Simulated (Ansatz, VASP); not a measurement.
Two plane-wave programs on LuSc4O

```
Lu Sc O
1.0
     0.00000    3.68323    3.68323
     3.68323    0.00000    3.68323
     3.68323    3.68323    0.00000
Lu Sc O
1 4 1
Direct
  0.25000 0.25000 0.25000
  0.62495 0.12516 0.62495
  0.62495 0.62495 0.62495
  0.12516 0.62495 0.62495
  0.62495 0.62495 0.12516
  0.00000 0.00000 0.00000
```

Change from the starting cell: species swapped into the YbCdNi4 type (F-43m, No. 216).

Alike in both runs: task single point; functional PBE; k mesh 4 × 4 × 4; occupations gaussian, width 0.1 eV; no spin polarisation.

|  | VASP | Ansatz |
| --- | --- | --- |
| version | VASP 6.6.1 | Ansatz 0.2.0 |
| potentials or method | VASP PAW PBE potentials, release 64 (Lu, Sc_sv, O), cutoff 520 eV | scalar-relativistic, plane waves, PAW |
| valence electrons in the cell | 75 | 75 |

Ansatz gave:

* gap on the k mesh at the Fermi level (eV): none
* pressure (GPa): 27.4
* rms of the force components (eV/Å): 0.061

Task: What did VASP give for the same quantities?

Result: gap on the k mesh at the Fermi level (eV): none; pressure (GPa): 27.8; rms of the force components (eV/Å): 0.062.

Atom by atom the forces differ by 0.001 eV/Å (rms over components). A gap of «none» marks a metal or a gap that the smearing closes.

The k mesh is coarse, so the values compare programs but aren't converged. Neither program's run includes spin-orbit coupling.
